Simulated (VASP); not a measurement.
# KI (I4mm) in VASP: a series of runs

Runs on KI. Level: PBE. Tasks: single point.

Everything below comes from runs of VASP 6.6.1. Logs are shortened: lines on timing, memory, paths and dates and some standing lists are left out, and cuts for length are marked.

**1. The cell of the first run**

It takes space group I4mm (No. 107, tetragonal). Conventional cell: a = 5.276 Å, b = 5.276 Å, c = 7.175 Å, α = 90.00°, β = 90.00°, γ = 90.00°. Within 4.5 Å of K (site symmetry 4mm) lie 6 I at 3.42 to 3.75 Å. I (site symmetry 4mm) has 6 K at 3.42 to 3.75 Å within 4.5 Å.

**2. Single point, PBE**

INCAR reads:

```
SYSTEM = KI
PREC = Accurate
ENCUT = 520
EDIFF = 1E-6
ISMEAR = 0
SIGMA = 0.05
LREAL = .FALSE.
LASPH = .TRUE.
NELM = 60
ALGO = Normal
ISIF = 2
LWAVE = .FALSE.
LCHARG = .TRUE.
GGA = PE
LELF = .TRUE.
LVHAR = .TRUE.
NBANDS = 15
```

KPOINTS reads:

```
regular mesh
0
G
  6 6 6
  0 0 0
```

POSCAR reads:

```
KI
1.0
    0.0000000000      3.7308188998      3.5873258652
    3.7308188998      0.0000000000      3.5873258652
    3.7308188998      3.7308188998      0.0000000000
K I
1 1
Direct
   -0.0177848354     -0.0177848354      0.0177848354
    0.5054793722      0.5054793722      0.4945206278
```

Potentials or basis: VASP PAW PBE potentials, release 64 (K_sv, I).

Run with:

```console
> cat potpaw_PBE.64/K_sv/POTCAR potpaw_PBE.64/I/POTCAR > POTCAR
> mpirun -np 1 vasp_std > vasp.out
```

OUTCAR:

```text
SYSTEM = KI
   PREC = Accurate
   ENCUT = 520
   EDIFF = 1E-6
   ISMEAR = 0
   LREAL = .FALSE.
   LASPH = .TRUE.
   NELM = 60
   ISIF = 2
   GGA = PE

 ion  position               nearest neighbor table
   1  0.982  0.982  0.018-   2 3.42
   2  0.505  0.505  0.495-   1 3.42

  LATTYP: Found a body centered tetragonal cell.
 ALAT       =     5.2761746869
 C/A-ratio  =     1.3598207331

  Lattice vectors:

 A1 = (   0.0000000000,  -3.7308188998,  -3.5873258652)
 A2 = (   0.0000000000,   3.7308188998,  -3.5873258652)
 A3 = (   3.7308188998,   0.0000000000,   3.5873258652)

Analysis of symmetry for initial positions (statically):
=====================================================================
 Subroutine PRICEL returns:
 Original cell was already a primitive cell.

 Routine SETGRP: Setting up the symmetry group for a
 body centered tetragonal supercell.

 Subroutine GETGRP returns: Found  8 space group operations
 (whereof  8 operations were pure point group operations)
 out of a pool of 16 trial point group operations.

The static configuration has the point symmetry C_4v.

Analysis of symmetry for dynamics (positions and initial velocities):
=====================================================================
 Subroutine PRICEL returns:
 Original cell was already a primitive cell.

 Routine SETGRP: Setting up the symmetry group for a
 body centered tetragonal supercell.

 Subroutine GETGRP returns: Found  8 space group operations
 (whereof  8 operations were pure point group operations)
 out of a pool of 16 trial point group operations.

The dynamic configuration has the point symmetry C_4v.

 Subroutine INISYM returns: Found  8 space group operations
 (whereof  8 operations are pure point group operations),
 and found     1 'primitive' translations

----------------------------------------------------------------------------------------

                                     Primitive cell

  volume of cell :      99.8640

  direct lattice vectors                    reciprocal lattice vectors
     0.000000000  3.730818900  3.587325865    -0.134018834  0.134018834  0.139379588
     3.730818900  0.000000000  3.587325865     0.134018834 -0.134018834  0.139379588
     3.730818900  3.730818900  0.000000000     0.134018834  0.134018834 -0.139379588

  length of vectors
     5.175704447  5.175704447  5.276174687     0.235263183  0.235263183  0.235263183

  position of ions in fractional coordinates (direct lattice)
     0.982215165  0.982215165  0.017784835
     0.505479372  0.505479372  0.494520628

  ion indices of the primitive-cell ions
   primitive index   ion index
                 1           1
                 2           2

----------------------------------------------------------------------------------------

 KPOINTS: regular mesh

Automatic generation of k-mesh.
 Grid dimensions read from file:
 generate k-points for:    6    6    6

 Generating k-lattice:

  Cartesian coordinates                     Fractional coordinates (reciprocal lattice)
    -0.022336472  0.022336472  0.023229931     0.166666667  0.000000000  0.000000000
     0.022336472 -0.022336472  0.023229931     0.000000000  0.166666667  0.000000000
     0.022336472  0.022336472 -0.023229931     0.000000000  0.000000000  0.166666667

  Length of vectors
     0.039210531  0.039210531  0.039210531

  Shift w.r.t. Gamma in fractional coordinates (k-lattice)
     0.000000000  0.000000000  0.000000000

 Subroutine IBZKPT returns following result:
 ===========================================

 Found     30 irreducible k-points:

 Following reciprocal coordinates:
            Coordinates               Weight
  0.000000  0.000000  0.000000      1.000000
  0.166667 -0.000000  0.000000      8.000000
  0.333333 -0.000000  0.000000      8.000000
  0.500000 -0.000000  0.000000      4.000000
  0.166667  0.166667  0.000000      2.000000
  0.333333  0.166667  0.000000      8.000000
[... 16 lines left out ...]
  0.333333  0.000000  0.333333      4.000000
  0.500000  0.000000  0.333333     16.000000
 [... further k-points ...]
   k-points           NKPTS =     30   k-points in BZ     NKDIM =     30   number of bands    NBANDS=     15
   number of dos      NEDOS =    301   number of ions     NIONS =      2
   total plane-waves  NPLWV =  64000
   dimension x,y,z NGX =    40 NGY =   40 NGZ =   40
   dimension x,y,z NGXF=    80 NGYF=   80 NGZF=   80
   ions per type =               1   1
   NGX,Y,Z   is equivalent  to a cutoff of  12.85, 12.85, 12.60 a.u.
   NGXF,Y,Z  is equivalent  to a cutoff of  25.70, 25.70, 25.21 a.u.
 SYSTEM =  KI
   PREC   = accura    normal or accurate (medium, high low for compatibility)
   ISTART =      0    job   : 0-new  1-cont  2-samecut
   ICHARG =      2    charge: 1-file 2-atom 10-const
   ISPIN  =      1    spin polarized calculation?
   LNONCOLLINEAR =      F non collinear calculations
   LSORBIT =      F    spin-orbit coupling
   LASPH  =      T    aspherical Exc in radial PAW
   ENCUT  =  520.0 eV  38.22 Ry    6.18 a.u.   9.62  9.62  9.81*2*pi/ulx,y,z
   NELM   =     60;   NELMIN=  2; NELMDL= -5     # of ELM steps
   EDIFF  = 0.1E-05   stopping-criterion for ELM
   LREAL  =      F    real-space projection
   EDIFFG = 0.1E-04   stopping-criterion for IOM
   NSW    =      0    number of steps for IOM
   IBRION =     -1    ionic relax: 0-MD 1-quasi-New 2-CG
   NFREE  =      0    steps in history (QN), initial steepest desc. (CG)
   ISIF   =      2    stress and relaxation
   ISYM   =      2    0-nonsym 1-usesym 2-fastsym
   POTIM  = 0.5000    time-step for ionic-motion
   TEBEG  =    0.0;   TEEND  =   0.0 temperature during run
   PSTRESS=    0.0 pullay stress
   NELECT =      16.0000    total number of electrons
   NUPDOWN=      -1.0000    fix difference up-down
   EMIN   =  10.00;   EMAX   =-10.00  energy-range for DOS
   EFERMI =   0.00;   METHOD = LEGACY
   ISMEAR =     0;   SIGMA  =   0.05  broadening in eV -4-tet -1-fermi 0-gaus
   EFERMI_NEDOS =   21; number of points for ismear=-14 and -15
   IALGO  =     38    algorithm
   IMIX   =      4    mixing-type and parameters
     AMIX     =   0.40;   BMIX     =  1.00
     AMIX_MAG =   1.60;   BMIX_MAG =  1.00
  volume/ion in A,a.u.               =      49.93       336.96
  Fermi-wavevector in a.u.,A,eV,Ry     =   0.889157  1.680263 10.756768  0.790600
  Thomas-Fermi vector in A             =   2.010681
   LORBIT       =      0    0 simple, 1 ext, 2 COOP (PROOUT), +10 PAW based schemes
   GGA     = PE    functional components
   LHFCALC =     F    Hartree Fock is set to
   AEXX    =    0.0000 exact exchange contribution
   IVDW    =     0    specifies the selected vdW correction
   LEPSILON=     F    determine dielectric tensor
   LRPA    =     F    only Hartree local field effects (RPA)
 non-spin polarized calculation
 Gauss-broadening in eV      SIGMA  =   0.05
  energy-cutoff  :      520.00
  volume of cell :       99.86
 maximum number of plane-waves:      2714
 NGX is ok and might be reduce to    40
   NGX = 19   NGY = 19   NGZ = 19

 number of electron      16.0000001 magnetization

 Free energy of the ion-electron system (eV)
  ---------------------------------------------------
  ext. energy  EPLUGINS =         0.00000000
  ---------------------------------------------------
  free energy    TOTEN  =        -5.53268330 eV

  energy without entropy =       -5.53268330  energy(sigma->0) =       -5.53268330

 E-fermi :  -0.6781     XC(G=0):  -6.6988

 val. band max:       -1.0088692876   @ k =   0.0000   0.0000   0.0000
 cond. band min:       2.6898180164   @ k =   0.0000   0.0000   0.0000
 fundamental gap:      3.6986873040
 Fermi energy:        -0.6780596660

 k-point     1 :       0.0000    0.0000    0.0000
  band No.  band energies     occupation
      1     -29.7394      2.00000
      2     -13.2166      2.00000
      3     -13.2160      2.00000
      4     -13.2160      2.00000
      5     -11.3456      2.00000
      6      -1.0186      2.00000
      7      -1.0089      2.00000
      8      -1.0089      2.00000
      9       2.6898      0.00000
     10       5.4593      0.00000
     11       5.4593      0.00000
     12       5.6684      0.00000
     13       6.0859      0.00000
     14       6.2646      0.00000
     15       8.5831      0.00000

 k-point     2 :       0.1667   -0.0000    0.0000
  band No.  band energies     occupation
      1     -29.7392      2.00000
      2     -13.2359      2.00000
      3     -13.2168      2.00000
      4     -13.2156      2.00000
      5     -11.3056      2.00000
      6      -1.3432      2.00000
      7      -1.0766      2.00000
      8      -1.0749      2.00000
      9       3.2428      0.00000
     10       5.3924      0.00000
     11       5.7064      0.00000
     12       5.8507      0.00000
     13       6.3491      0.00000
     14       6.5409      0.00000
     15       9.2886      0.00000

 k-point     3 :       0.3333   -0.0000    0.0000
  band No.  band energies     occupation
      1     -29.7387      2.00000
      2     -13.2716      2.00000
      3     -13.2184      2.00000
      4     -13.2158      2.00000
      5     -11.2267      2.00000
      6      -1.8555      2.00000
      7      -1.1991      2.00000
      8      -1.1949      2.00000
      9       4.1060      0.00000
     10       5.6947      0.00000
     11       6.2777      0.00000
     12       6.4347      0.00000
     13       7.0675      0.00000
     14       7.2534      0.00000
     15       8.1197      0.00000
[... 343 lines left out ...]
 k-point    23 :       0.3333    0.0000    0.3333
  band No.  band energies     occupation
      1     -29.7385      2.00000
      2     -13.2446      2.00000
      3     -13.2242      2.00000
      4     -13.2221      2.00000
      5     -11.2572      2.00000
      6      -1.7544      2.00000
      7      -1.2526      2.00000
      8      -1.2143      2.00000
      9       4.3314      0.00000
     10       4.3590      0.00000
     11       6.5308      0.00000
     12       6.7131      0.00000
     13       7.4182      0.00000
     14       7.5272      0.00000
     15       8.2631      0.00000

 k-point    24 :       0.5000    0.0000    0.3333
  band No.  band energies     occupation
      1     -29.7382      2.00000
      2     -13.2480      2.00000
      3     -13.2310      2.00000
      4     -13.2230      2.00000
      5     -11.2341      2.00000
      6      -1.7899      2.00000
      7      -1.4250      2.00000
      8      -1.2810      2.00000
      9       4.4326      0.00000
     10       4.8752      0.00000
     11       6.3458      0.00000
     12       7.0084      0.00000
     13       7.4389      0.00000
     14       8.0229      0.00000
     15       8.2947      0.00000

 [... further k-points ...]

------------------------ aborting loop because EDIFF is reached ----------------------------------------

  FORCE on cell =-STRESS in cart. coord.  units (eV):
  Direction    XX          YY          ZZ          XY          YZ          ZX
  --------------------------------------------------------------------------------------
  -------------------------------------------------------------------------------------
  Total       -0.4963061     -0.4963061      0.0454063      0.0000000      0.0000000     -0.0000000
  in kB       -7.9625295     -7.9625295      0.7284796      0.0000000      0.0000000     -0.0000000
  external PRESSURE =      -5.0655264 kB  Pullay stress =       0.0000000 kB

 VOLUME and BASIS-vectors are now :
 -----------------------------------------------------------------------------
  energy-cutoff  :      520.00
  volume of cell :       99.86
      direct lattice vectors                 reciprocal lattice vectors
     0.000000000  3.730818900  3.587325865    -0.134018834  0.134018834  0.139379588
     3.730818900  0.000000000  3.587325865     0.134018834 -0.134018834  0.139379588
     3.730818900  3.730818900  0.000000000     0.134018834  0.134018834 -0.139379588

 POSITION                                       TOTAL-FORCE (eV/Angst)
 -----------------------------------------------------------------------------------
      3.73082      3.73082      7.04705         0.000000      0.000000      0.164057
      3.73082      3.73082      3.62664         0.000000      0.000000     -0.164057
 -----------------------------------------------------------------------------------
    total drift:                                0.000000      0.000000     -0.000308

  FREE ENERGIE OF THE ION-ELECTRON SYSTEM (eV)
  ---------------------------------------------------
  free  energy   TOTEN  =        -5.5326833007 eV

  energy  without entropy=       -5.5326833007  energy(sigma->0) =       -5.53268330
```

It took 1.8 min on 1 thread of AMD EPYC 7R13, shared host; peak memory 0.23 GiB.

What came out:

* Free energy: -5.5327 eV
* Pressure: -0.5 GPa
* Largest force: 0.164 eV/Å
* Band gap on the k mesh: 3.70 eV, direct

Forces on the atoms (eV/Å):
```
K    0.000  0.000  0.164
I    0.000  0.000 -0.164
```

Caveat: spin-orbit coupling is left out, which moves the levels of the heavy elements.

**3. Single point, PBE**

INCAR reads:

```
PREC = Accurate
ENCUT = 520
EDIFF = 1E-7
ISMEAR = 0
SIGMA = 0.05
LREAL = False
LASPH = True
NELM = 80
ALGO = Normal
ISIF = 2
LWAVE = False
LCHARG = True
GGA = PE
LELF = True
LVHAR = True
NBANDS = 15
```

KPOINTS reads:

```
regular mesh
0
Gamma
  6 6 6
```

POSCAR reads:

```
KI
1.0
    0.0000000000      3.7308188998      3.5873258652
    3.7308188998      0.0000000000      3.5873258652
    3.7308188998      3.7308188998      0.0000000000
K I
1 1
Direct
   -0.0355696708     -0.0355696708      0.0355696708
    0.5109587445      0.5109587445      0.4890412555
```

Potentials or basis: VASP PAW PBE potentials, release 64 (K_sv, I).

Run with:

```console
> cat potpaw_PBE.64/K_sv/POTCAR potpaw_PBE.64/I/POTCAR > POTCAR
> mpirun -np 1 vasp_std > vasp.out
```

Wall time 2 min (1 thread of AMD EPYC 7R13, shared host); peak memory 0.23 GiB.

Results (log left out):

* Free energy: -5.4871 eV
* Pressure: -0.2 GPa
* Largest force: 0.401 eV/Å
* Band gap on the k mesh: 3.72 eV, direct

Forces in eV/Å, atoms in the order of the input:
```
K    0.000  0.000  0.401
I    0.000  0.000 -0.401
```

Stress tensor (GPa, compression positive):
```
-0.82  0.00  0.00
 0.00 -0.82  0.00
 0.00  0.00  1.03
```

Levels at points of the mesh, in eV from the valence-band top:
```
           k point  band 5  band 6  band 7  band 8  band 9  band 10  band 11  band 12
(0.00, 0.00, 0.00)  -10.32   -0.01    0.00    0.00    3.72     6.53     6.53     6.73
(0.50, 0.00, 0.00)  -10.16   -1.04   -0.23   -0.23    5.38     7.23     7.70     7.93
(0.50, 0.50, 0.00)  -10.20   -0.77   -0.31   -0.31    5.11     5.53     7.61     8.09
(0.50, 0.00, 0.50)  -10.22   -0.81   -0.30   -0.27    5.20     5.49     7.96     8.16
```

Caveat: spin-orbit coupling is left out, which moves the levels of the heavy elements.

(Continued in part 2 of 2.)
